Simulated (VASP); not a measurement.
# Hg (Im-3m) in VASP: further runs, part 2 of 2

VASP 6.6.1.

## (3) Single point, LDA (volume scaled by 0.45)

INCAR

```
PREC     = Accurate       # precision mode
ENCUT    = 520            # plane-wave cutoff, eV
EDIFF    = 1E-7           # SCF threshold, eV
ISMEAR   = -1             # smearing method
SIGMA    = 0.1            # smearing width, eV
LREAL    = False          # projectors in reciprocal space
LASPH    = True           # aspherical terms in the spheres
NELM     = 80             # most SCF steps
ALGO     = Normal         # electronic algorithm
ISIF     = 2              # what is computed and relaxed
LWAVE    = False          # write WAVECAR
LCHARG   = False          # write CHGCAR
NBANDS   = 12             # bands
```

KPOINTS

```
regular mesh
0
Gamma
  15 15 15
```

POSCAR

```
Hg
1.0
   -1.3624125174      1.3624125174      1.3624125174
    1.3624125174     -1.3624125174      1.3624125174
    1.3624125174      1.3624125174     -1.3624125174
Hg
1
Direct
    0.0000000000      0.0000000000      0.0000000000
```

Potentials or basis: VASP PAW LDA potentials, release 64 (Hg).

Command:

```
> cat potpaw_LDA.64/Hg/POTCAR > POTCAR
> mpirun -np 1 vasp_std > vasp.out
```

OUTCAR:

```text
PREC = Accurate
   ENCUT = 520
   EDIFF = 1E-7
   ISMEAR = -1
   LREAL = False
   LASPH = True
   NELM = 80
   ISIF = 2

 ion  position               nearest neighbor table
   1  0.000  0.000  0.000-

  LATTYP: Found a body centered cubic cell.
 ALAT       =     2.7248250348

  Lattice vectors:

 A1 = (  -1.3624125174,   1.3624125174,   1.3624125174)
 A2 = (   1.3624125174,  -1.3624125174,   1.3624125174)
 A3 = (   1.3624125174,   1.3624125174,  -1.3624125174)

Analysis of symmetry for initial positions (statically):
=====================================================================
 Subroutine PRICEL returns:
 Original cell was already a primitive cell.

 Routine SETGRP: Setting up the symmetry group for a
 body centered cubic supercell.

 Subroutine GETGRP returns: Found 48 space group operations
 (whereof 48 operations were pure point group operations)
 out of a pool of 48 trial point group operations.

The static configuration has the point symmetry O_h .

Analysis of symmetry for dynamics (positions and initial velocities):
=====================================================================
 Subroutine PRICEL returns:
 Original cell was already a primitive cell.

 Routine SETGRP: Setting up the symmetry group for a
 body centered cubic supercell.

 Subroutine GETGRP returns: Found 48 space group operations
 (whereof 48 operations were pure point group operations)
 out of a pool of 48 trial point group operations.

The dynamic configuration has the point symmetry O_h .

 Subroutine INISYM returns: Found 48 space group operations
 (whereof 48 operations are pure point group operations),
 and found     1 'primitive' translations

----------------------------------------------------------------------------------------

                                     Primitive cell

  volume of cell :      10.1155

  direct lattice vectors                    reciprocal lattice vectors
    -1.362412517  1.362412517  1.362412517     0.000000000  0.366996041  0.366996041
     1.362412517 -1.362412517  1.362412517     0.366996041  0.000000000  0.366996041
     1.362412517  1.362412517 -1.362412517     0.366996041  0.366996041  0.000000000

  length of vectors
     2.359767701  2.359767701  2.359767701     0.519010778  0.519010778  0.519010778

  position of ions in fractional coordinates (direct lattice)
     0.000000000  0.000000000  0.000000000

  ion indices of the primitive-cell ions
   primitive index   ion index
                 1           1

----------------------------------------------------------------------------------------

 KPOINTS: regular mesh

Automatic generation of k-mesh.
 Grid dimensions read from file:
 generate k-points for:   15   15   15

 Generating k-lattice:

  Cartesian coordinates                     Fractional coordinates (reciprocal lattice)
     0.000000000  0.024466403  0.024466403     0.066666667  0.000000000  0.000000000
     0.024466403  0.000000000  0.024466403     0.000000000  0.066666667  0.000000000
     0.024466403  0.024466403  0.000000000     0.000000000  0.000000000  0.066666667

  Length of vectors
     0.034600719  0.034600719  0.034600719

  Shift w.r.t. Gamma in fractional coordinates (k-lattice)
     0.000000000  0.000000000  0.000000000

 Subroutine IBZKPT returns following result:
 ===========================================

 Found    120 irreducible k-points:

 Following reciprocal coordinates:
            Coordinates               Weight
  0.000000  0.000000  0.000000      1.000000
  0.066667  0.000000  0.000000     12.000000
  0.133333  0.000000  0.000000     12.000000
  0.200000  0.000000  0.000000     12.000000
  0.266667  0.000000  0.000000     12.000000
  0.333333  0.000000  0.000000     12.000000
[... 16 lines left out ...]
  0.333333  0.200000  0.000000     48.000000
  0.400000  0.200000  0.000000     24.000000
 [... further k-points ...]
   k-points           NKPTS =    120   k-points in BZ     NKDIM =    120   number of bands    NBANDS=     12
   number of dos      NEDOS =    301   number of ions     NIONS =      1
   total plane-waves  NPLWV =   5832
   dimension x,y,z NGX =    18 NGY =   18 NGZ =   18
   dimension x,y,z NGXF=    36 NGYF=   36 NGZF=   36
   ions per type =               1
   NGX,Y,Z   is equivalent  to a cutoff of  12.68, 12.68, 12.68 a.u.
   NGXF,Y,Z  is equivalent  to a cutoff of  25.36, 25.36, 25.36 a.u.
 SYSTEM =  unknown system
   PREC   = accura    normal or accurate (medium, high low for compatibility)
   ISTART =      0    job   : 0-new  1-cont  2-samecut
   ICHARG =      2    charge: 1-file 2-atom 10-const
   ISPIN  =      1    spin polarized calculation?
   LNONCOLLINEAR =      F non collinear calculations
   LSORBIT =      F    spin-orbit coupling
   LASPH  =      T    aspherical Exc in radial PAW
   ENCUT  =  520.0 eV  38.22 Ry    6.18 a.u.   4.39  4.39  4.39*2*pi/ulx,y,z
   NELM   =     80;   NELMIN=  2; NELMDL= -5     # of ELM steps
   EDIFF  = 0.1E-06   stopping-criterion for ELM
   LREAL  =      F    real-space projection
   EDIFFG = 0.1E-05   stopping-criterion for IOM
   NSW    =      0    number of steps for IOM
   IBRION =     -1    ionic relax: 0-MD 1-quasi-New 2-CG
   NFREE  =      0    steps in history (QN), initial steepest desc. (CG)
   ISIF   =      2    stress and relaxation
   ISYM   =      2    0-nonsym 1-usesym 2-fastsym
   POTIM  = 0.5000    time-step for ionic-motion
   TEBEG  =    0.0;   TEEND  =   0.0 temperature during run
   PSTRESS=    0.0 pullay stress
   NELECT =      12.0000    total number of electrons
   NUPDOWN=      -1.0000    fix difference up-down
   EMIN   =  10.00;   EMAX   =-10.00  energy-range for DOS
   EFERMI =   0.00;   METHOD = LEGACY
   ISMEAR =    -1;   SIGMA  =   0.10  broadening in eV -4-tet -1-fermi 0-gaus
   EFERMI_NEDOS =   21; number of points for ismear=-14 and -15
   IALGO  =     38    algorithm
   IMIX   =      4    mixing-type and parameters
     AMIX     =   0.40;   BMIX     =  1.00
     AMIX_MAG =   1.60;   BMIX_MAG =  1.00
  volume/ion in A,a.u.               =      10.12        68.26
  Fermi-wavevector in a.u.,A,eV,Ry     =   1.733032  3.274956 40.863745  3.003400
  Thomas-Fermi vector in A             =   2.807096
   LORBIT       =      0    0 simple, 1 ext, 2 COOP (PROOUT), +10 PAW based schemes
   GGA     = CA    functional components
   LHFCALC =     F    Hartree Fock is set to
   AEXX    =    0.0000 exact exchange contribution
   IVDW    =     0    specifies the selected vdW correction
   LEPSILON=     F    determine dielectric tensor
   LRPA    =     F    only Hartree local field effects (RPA)
 non-spin polarized calculation
  energy-cutoff  :      520.00
  volume of cell :       10.12
 maximum number of plane-waves:       281
 NGX is ok and might be reduce to    18
   NGX =  9   NGY =  9   NGZ =  9

 number of electron      11.9999997 magnetization

 Free energy of the ion-electron system (eV)
  ---------------------------------------------------
  ext. energy  EPLUGINS =         0.00000000
  ---------------------------------------------------
  free energy    TOTEN  =         7.37529723 eV

  energy without entropy =        7.38174436  energy(sigma->0) =        7.37852080

 E-fermi :  17.2416     XC(G=0): -16.2127

 val. band max:       17.2315944546   @ k =   0.4000   0.2000   0.0000
 cond. band min:      17.2554932545   @ k =   0.4000   0.1333   0.0667
 fundamental gap:      0.0238987998
 Fermi energy:        17.2416436585

 k-point     1 :       0.0000    0.0000    0.0000
  band No.  band energies     occupation
      1      -5.4750      2.00000
      2       1.2654      2.00000
      3       1.2654      2.00000
      4       1.2654      2.00000
      5       5.1711      2.00000
      6       5.1711      2.00000
      7      30.2408      0.00000
      8      30.2408      0.00000
      9      30.2408      0.00000
     10      43.0677      0.00000
     11      43.0677      0.00000
     12      46.9538      0.00000
[... 331 lines left out ...]
 k-point    24 :       0.4000    0.2000    0.0000
  band No.  band energies     occupation
      1      -1.8267      2.00000
      2      -0.3540      2.00000
      3       2.8828      2.00000
      4       4.9860      2.00000
      5       6.4614      2.00000
      6      14.2828      2.00000
      7      17.2316      1.05020
      8      23.6774      0.00000
      9      29.1679      0.00000
     10      38.8360      0.00000
     11      39.6116      0.00000
     12      46.9010      0.00000

 [... further k-points ...]

------------------------ aborting loop because EDIFF is reached ----------------------------------------

  FORCE on cell =-STRESS in cart. coord.  units (eV):
  Direction    XX          YY          ZZ          XY          YZ          ZX
  --------------------------------------------------------------------------------------
  -------------------------------------------------------------------------------------
  Total       32.6309894     32.6309894     32.6309894     -0.0000000      0.0000000     -0.0000000
  in kB     5168.3861952   5168.3861952   5168.3861952     -0.0000000      0.0000000     -0.0000000
  external PRESSURE =    5168.3861952 kB  Pullay stress =       0.0000000 kB

 VOLUME and BASIS-vectors are now :
 -----------------------------------------------------------------------------
  energy-cutoff  :      520.00
  volume of cell :       10.12
      direct lattice vectors                 reciprocal lattice vectors
    -1.362412517  1.362412517  1.362412517     0.000000000  0.366996041  0.366996041
     1.362412517 -1.362412517  1.362412517     0.366996041  0.000000000  0.366996041
     1.362412517  1.362412517 -1.362412517     0.366996041  0.366996041  0.000000000

 POSITION                                       TOTAL-FORCE (eV/Angst)
 -----------------------------------------------------------------------------------
      0.00000      0.00000      0.00000        -0.000000      0.000000      0.000000
 -----------------------------------------------------------------------------------
    total drift:                                0.000000      0.000000      0.000000

  FREE ENERGIE OF THE ION-ELECTRON SYSTEM (eV)
  ---------------------------------------------------
  free  energy   TOTEN  =         7.3752972322 eV

  energy  without entropy=        7.3817443598  energy(sigma->0) =        7.37852080
```

Run time: 5.8 s. Hardware: 1 thread of Intel Xeon 6975P-C (Granite Rapids), shared host; peak memory 0.12 GiB.

What came out:

* Free energy: 7.3753 eV
* Pressure: 516.8 GPa
* Band gap on the k mesh: zero (band 6 reaches 18.59 eV, above the bottom of band 7 at 16.85 eV)

Caveat: spin-orbit coupling is left out, which moves the levels of the heavy elements.
